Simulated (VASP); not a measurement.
# HfGe (P-6m2) in VASP: further runs

Aim: see how the results for HfGe move with the level of theory and the settings. Levels: HSE06, B3LYP. Tasks: single point.

All numbers are computed with VASP 6.6.1; they aren't measurements. Logs are shortened: lines on timing, memory, paths and dates and some standing lists are left out, and cuts for length are marked.

### Step 1. The cell of the first run

The structure is hexagonal, space group P-6m2 (No. 187). The conventional cell has a = 4.559 Å, b = 4.559 Å, c = 3.149 Å, α = 90.00°, β = 90.00°, γ = 120.00°. Within 3.5 Å of Hf (site symmetry -6m2) lie 3 Ge at 2.63 Å and 2 Hf at 3.15 Å. Ge (site symmetry -6m2) has 3 Hf at 2.63 Å and 2 Ge at 3.15 Å within 3.5 Å.

### Step 2. Single point, HSE06

Input file POSCAR:

```
HfGe
1.0
    4.5593429051     -0.0000000033      0.0000000000
   -2.2796714497      3.9485067821      0.0000000000
    0.0000000000      0.0000000000      3.1486062318
Hf Ge
1 1
Direct
    0.0000000000      0.0000000000      0.5000000000
    0.3333333333      0.6666666667      0.5000000000
```

Input file INCAR.step1:

```
  PREC = Accurate
  ENCUT = 520
  EDIFF = 1E-5
  ISMEAR = -1
  SIGMA = 0.05
  LREAL = False
  LASPH = True
  NELM = 100
  ALGO = Normal
  ISIF = 2
  LWAVE = True
  LCHARG = False
  GGA = PE
  NBANDS = 19
```

Input file INCAR.step2:

```
  PREC = Accurate
  ENCUT = 520
  EDIFF = 1E-7
  ISMEAR = -1
  SIGMA = 0.05
  LREAL = False
  LASPH = True
  NELM = 100
  ALGO = Normal
  ISIF = 2
  LWAVE = False
  LCHARG = False
  GGA = PE
  LHFCALC = True
  HFSCREEN = 0.2079
  PRECFOCK = Normal
  ISTART = 1
  NBANDS = 19
```

Input file KPOINTS:

```
Automatic mesh
0
Gamma
  4 4 4
```

Potentials or basis: VASP PAW PBE potentials, release 64 (Hf_pv, Ge_d).

On the command line:

```
$ cat potpaw_PBE.64/Hf_pv/POTCAR potpaw_PBE.64/Ge_d/POTCAR > POTCAR
$ cp INCAR.step1 INCAR
$ mpirun -np 1 vasp_std > vasp.out
$ cp INCAR.step2 INCAR
$ mpirun -np 1 vasp_std > vasp.out
```

OUTCAR:

```text
PREC = Accurate
   ENCUT = 520
   EDIFF = 1E-7
   ISMEAR = -1
   LREAL = False
   LASPH = True
   NELM = 100
   ISIF = 2
   GGA = PE
   LHFCALC = True
   HFSCREEN = 0.2079
   PRECFOCK = Normal
   ISTART = 1

 ion  position               nearest neighbor table
   1  0.000  0.000  0.500-   2 2.63   2 2.63   2 2.63
   2  0.333  0.667  0.500-   1 2.63   1 2.63   1 2.63

  LATTYP: Found a hexagonal cell.
 ALAT       =     4.5593429051
 C/A-ratio  =     0.6905833357

  Lattice vectors:

 A1 = (   4.5593429051,  -0.0000000033,   0.0000000000)
 A2 = (  -2.2796714497,   3.9485067821,   0.0000000000)
 A3 = (   0.0000000000,   0.0000000000,   3.1486062318)

Analysis of symmetry for initial positions (statically):
=====================================================================
 Subroutine PRICEL returns:
 Original cell was already a primitive cell.

 Routine SETGRP: Setting up the symmetry group for a
 hexagonal supercell.

 Subroutine GETGRP returns: Found 12 space group operations
 (whereof 12 operations were pure point group operations)
 out of a pool of 24 trial point group operations.

The static configuration has the point symmetry D_3h.

Analysis of symmetry for dynamics (positions and initial velocities):
=====================================================================
 Subroutine PRICEL returns:
 Original cell was already a primitive cell.

 Routine SETGRP: Setting up the symmetry group for a
 hexagonal supercell.

 Subroutine GETGRP returns: Found 12 space group operations
 (whereof 12 operations were pure point group operations)
 out of a pool of 24 trial point group operations.

The dynamic configuration has the point symmetry D_3h.

 Subroutine INISYM returns: Found 12 space group operations
 (whereof 12 operations are pure point group operations),
 and found     1 'primitive' translations

----------------------------------------------------------------------------------------

                                     Primitive cell

  volume of cell :      56.6831
[... 73 lines left out ...]
   LASPH  =      T    aspherical Exc in radial PAW
   ENCUT  =  520.0 eV  38.22 Ry    6.18 a.u.   8.48  8.48  5.85*2*pi/ulx,y,z
   NELM   =    100;   NELMIN=  2; NELMDL=  0     # of ELM steps
   EDIFF  = 0.1E-06   stopping-criterion for ELM
   LREAL  =      F    real-space projection
   EDIFFG = 0.1E-05   stopping-criterion for IOM
   NSW    =      0    number of steps for IOM
   IBRION =     -1    ionic relax: 0-MD 1-quasi-New 2-CG
   NFREE  =      0    steps in history (QN), initial steepest desc. (CG)
   ISIF   =      2    stress and relaxation
   ISYM   =      3    0-nonsym 1-usesym 2-fastsym
   POTIM  = 0.5000    time-step for ionic-motion
   TEBEG  =    0.0;   TEEND  =   0.0 temperature during run
   PSTRESS=    0.0 pullay stress
   NELECT =      24.0000    total number of electrons
   NUPDOWN=      -1.0000    fix difference up-down
   EMIN   =  10.00;   EMAX   =-10.00  energy-range for DOS
   EFERMI =   0.00;   METHOD = LEGACY
   ISMEAR =    -1;   SIGMA  =   0.05  broadening in eV -4-tet -1-fermi 0-gaus
   EFERMI_NEDOS =   21; number of points for ismear=-14 and -15
   IALGO  =     38    algorithm
   IMIX   =      1    mixing-type and parameters
     AMIX     =   0.40;   BMIX     =  1.00
     AMIX_MAG =   1.60;   BMIX_MAG =  1.00
  volume/ion in A,a.u.               =      28.34       191.26
  Fermi-wavevector in a.u.,A,eV,Ry     =   1.229308  2.323055 20.561103  1.511198
  Thomas-Fermi vector in A             =   2.364200
   LORBIT       =      0    0 simple, 1 ext, 2 COOP (PROOUT), +10 PAW based schemes
   GGA     = PE    functional components
   LHFCALC =     T    Hartree Fock is set to
   PRECFOCK=normal    Normal, Fast or Accurate (Low or Medium for compatibility)
   ENCUT4O =  -1.0   cutoff for four orbital integrals eV
   NKREDX  =     1    reduce k-point grid by
   NKREDY  =     1    reduce k-point grid by
   NKREDZ  =     1    reduce k-point grid by
   AEXX    =    0.2500 exact exchange contribution
   HFSCREEN=    0.2079 screening length (either q_TF or 0.3 A-1)
   HFSCREENC=   0.2079 screening length for correlation (either q_TF or 0.3 A-1)
   ENCUTFOCK=  -1.0 apply spherical cutoff to Coloumb kernel
   IVDW    =     0    specifies the selected vdW correction
   LEPSILON=     F    determine dielectric tensor
   LRPA    =     F    only Hartree local field effects (RPA)
 non-spin polarized calculation
  energy-cutoff  :      520.00
  volume of cell :       56.68
 maximum number of plane-waves:      1553
 NGX is ok and might be reduce to    36
  NGX = 28; NGY = 28; NGZ = 18

 number of electron      24.0000010 magnetization

 Free energy of the ion-electron system (eV)
  ---------------------------------------------------
  ext. energy  EPLUGINS =         0.00000000
  ---------------------------------------------------
  free energy    TOTEN  =       -15.08227776 eV

  energy without entropy =      -15.07377606  energy(sigma->0) =      -15.07802691

 E-fermi :   2.8968     XC(G=0):  -7.9053

 val. band max:        2.4828842122   @ k =   0.2500   0.2500   0.5000
 cond. band min:       2.9076751013   @ k =   0.2500   0.2500   0.5000
 fundamental gap:      0.4247908891
 Fermi energy:         2.8968278555

 k-point     1 :       0.0000    0.0000    0.0000
  band No.  band energies     occupation
      1     -30.7913      2.00000
      2     -30.7913      2.00000
      3     -30.5004      2.00000
      4     -24.1021      2.00000
      5     -24.0147      2.00000
      6     -24.0147      2.00000
[... 241 lines left out ...]
      6     -24.0321      2.00000
[... 11 lines left out ...]
     18      10.1638      0.00000
     19      11.0631      0.00000

------------------------ aborting loop because EDIFF is reached ----------------------------------------

  FORCE on cell =-STRESS in cart. coord.  units (eV):
  Direction    XX          YY          ZZ          XY          YZ          ZX
  --------------------------------------------------------------------------------------
  -------------------------------------------------------------------------------------
  Total       -0.2586899     -0.2586899     -0.2025883      0.0000000     -0.0000000      0.0000000
  in kB       -7.3120061     -7.3120061     -5.7262647      0.0000000     -0.0000000      0.0000000
  external PRESSURE =      -6.7834256 kB  Pullay stress =       0.0000000 kB

 VOLUME and BASIS-vectors are now :
 -----------------------------------------------------------------------------
  energy-cutoff  :      520.00
  volume of cell :       56.68
      direct lattice vectors                 reciprocal lattice vectors
     4.559342905 -0.000000003  0.000000000     0.219329851  0.126630148  0.000000000
    -2.279671450  3.948506782  0.000000000     0.000000000  0.253260297  0.000000000
     0.000000000  0.000000000  3.148606232     0.000000000  0.000000000  0.317600845

 POSITION                                       TOTAL-FORCE (eV/Angst)
 -----------------------------------------------------------------------------------
      0.00000      0.00000      1.57430         0.000000     -0.000000      0.000000
      0.00000      2.63234      1.57430        -0.000000      0.000000      0.000000
 -----------------------------------------------------------------------------------
    total drift:                                0.000013     -0.000004     -0.000000

  FREE ENERGIE OF THE ION-ELECTRON SYSTEM (eV)
  ---------------------------------------------------
  free  energy   TOTEN  =       -15.0822777593 eV

  energy  without entropy=      -15.0737760554  energy(sigma->0) =      -15.07802691
```

OUTCAR.step1:

```text
PREC = Accurate
   ENCUT = 520
   EDIFF = 1E-5
   ISMEAR = -1
   LREAL = False
[... 472 lines left out ...]
      0.00000      0.00000      1.57430        -0.000000      0.000000      0.000000
      0.00000      2.63234      1.57430         0.000000     -0.000000      0.000000
 -----------------------------------------------------------------------------------
    total drift:                               -0.000000      0.000000     -0.000000

  FREE ENERGIE OF THE ION-ELECTRON SYSTEM (eV)
  ---------------------------------------------------
  free  energy   TOTEN  =       -13.1131908958 eV

  energy  without entropy=      -13.1064401325  energy(sigma->0) =      -13.10981551
```

OSZICAR.step1:

```text
N       E                     dE             d eps       ncg     rms          rms(c)
DAV:   1     0.153304465890E+03    0.15330E+03   -0.13058E+04   486   0.247E+03
DAV:   2     0.395898168776E+01   -0.14935E+03   -0.14514E+03   494   0.517E+02
DAV:   3    -0.134942537633E+02   -0.17453E+02   -0.17309E+02   531   0.108E+02
DAV:   4    -0.141273457422E+02   -0.63309E+00   -0.63217E+00   573   0.223E+01
DAV:   5    -0.141379881379E+02   -0.10642E-01   -0.10642E-01   527   0.329E+00    0.339E+01
DAV:   6    -0.131409320177E+02    0.99706E+00   -0.45964E+00   703   0.104E+01    0.218E+01
DAV:   7    -0.131143860218E+02    0.26546E-01   -0.24386E-01   547   0.563E+00    0.753E+00
DAV:   8    -0.131137875410E+02    0.59848E-03   -0.14191E-02   549   0.959E-01    0.349E-01
DAV:   9    -0.131131581782E+02    0.62936E-03   -0.53597E-03   595   0.101E+00    0.186E-01
DAV:  10    -0.131131924307E+02   -0.34253E-04   -0.25236E-04   597   0.125E-01    0.525E-02
DAV:  11    -0.131131908958E+02    0.15349E-05   -0.87668E-05   612   0.112E-01
   1 F= -.13113191E+02 E0= -.13109816E+02  d E =-.675076E-02
```

Wall time 25 min (1 thread of Intel Xeon Platinum 8259CL at 2.50GHz (Skylake/Cascade Lake), shared host); peak memory 0.29 GiB.

What came out:

| Quantity | Value |
| --- | --- |
| Free energy | -15.0823 eV |
| Pressure | -0.7 GPa |
| Band gap on the k mesh | zero (bands 12 and 13 overlap by 0.12 eV) |

Levels at points of the mesh, in eV from the Fermi level:
```
           k point  band 8  band 9  band 10  band 11  band 12  band 13  band 14  band 15  band 16  band 17
(0.00, 0.00, 0.00)  -26.81  -10.67    -2.70    -2.70    -2.24     3.09     4.23     4.23     4.82     4.82
(0.50, 0.00, 0.00)  -26.82   -9.62    -4.73    -1.65    -1.55     0.97     2.56     3.06     4.12     6.86
(0.00, 0.00, 0.50)  -26.81   -8.37    -3.32    -1.40    -1.40     0.60     0.60     5.29     6.02     7.68
(0.50, 0.00, 0.50)  -26.82   -7.42    -3.47    -2.03     0.13     0.17     1.09     2.19     3.96     4.27
```

Caveat: the k points lie up to 0.50 Å⁻¹ apart; the PAW data sets were made with another functional, which shifts forces and pressure a little; spin-orbit coupling is left out, which moves the levels of the heavy elements.

### Step 3. Single point, B3LYP

This run uses another cell than the first one, of 30.53 Å³/atom.

Input file POSCAR:

```
HfGe
1.0
    4.6101851107     -0.0000000034      0.0000000000
   -2.3050925524      3.9925374237      0.0000000000
    0.0000000000      0.0000000000      3.3174472257
Hf Ge
1 1
Direct
    0.0000000000      0.0000000000      0.5000000000
    0.3333333333      0.6666666667      0.5000000000
```

Input file INCAR.step1:

```
ALGO = Normal
EDIFF = 1E-5
ENCUT = 520
GGA = PE
ISIF = 2
ISMEAR = -1
LASPH = True
LCHARG = False
LREAL = False
LWAVE = True
NBANDS = 19
NELM = 60
PREC = Accurate
SIGMA = 0.05
```

Input file INCAR.step2:

```
AEXX = 0.2
AGGAC = 0.81
AGGAX = 0.72
ALDAC = 0.19
ALGO = Normal
EDIFF = 1E-7
ENCUT = 520
GGA = B3
ISIF = 2
ISMEAR = -1
ISTART = 1
LASPH = True
LCHARG = False
LHFCALC = True
LREAL = False
LWAVE = False
NBANDS = 19
NELM = 60
PREC = Accurate
PRECFOCK = Normal
SIGMA = 0.05
```

Input file KPOINTS:

```
k-points
0
Gamma
  4 4 4
```

Potentials or basis: VASP PAW PBE potentials, release 64 (Hf_pv, Ge_d).

On the command line:

```
$ cat potpaw_PBE.64/Hf_pv/POTCAR potpaw_PBE.64/Ge_d/POTCAR > POTCAR
$ cp INCAR.step1 INCAR
$ mpirun -np 1 vasp_std > vasp.out
$ cp INCAR.step2 INCAR
$ mpirun -np 1 vasp_std > vasp.out
```

Run time: 33 min. Hardware: 1 thread of Intel Xeon Platinum 8259CL at 2.50GHz (Skylake/Cascade Lake), shared host; peak memory 0.21 GiB.

It converged, with:

* Free energy: -14.4557 eV
* Pressure: -1.2 GPa
* Band gap on the k mesh: zero (bands 12 and 13 overlap by 0.20 eV)

Stress tensor (GPa, compression positive):
```
-0.80  0.00  0.00
 0.00 -0.80  0.00
 0.00  0.00 -2.06
```

Levels at points of the mesh, in eV from the Fermi level:
```csv
k point,band 9,band 10,band 11,band 12,band 13,band 14,band 15,band 16
"(0.00, 0.00, 0.00)",-10.35,-2.65,-2.65,-2.31,3.48,3.83,3.83,5.08
"(0.50, 0.00, 0.00)",-9.39,-4.53,-1.68,-1.49,1.32,2.63,2.80,3.73
"(0.00, 0.00, 0.50)",-8.64,-3.05,-1.72,-1.72,1.10,1.10,4.98,6.07
"(0.50, 0.00, 0.50)",-7.77,-3.14,-2.35,0.20,0.68,1.56,2.24,3.89
```

Caveat: the k points lie up to 0.47 Å⁻¹ apart; the PAW data sets were made with another functional, which shifts forces and pressure a little; spin-orbit coupling is left out, which moves the levels of the heavy elements.
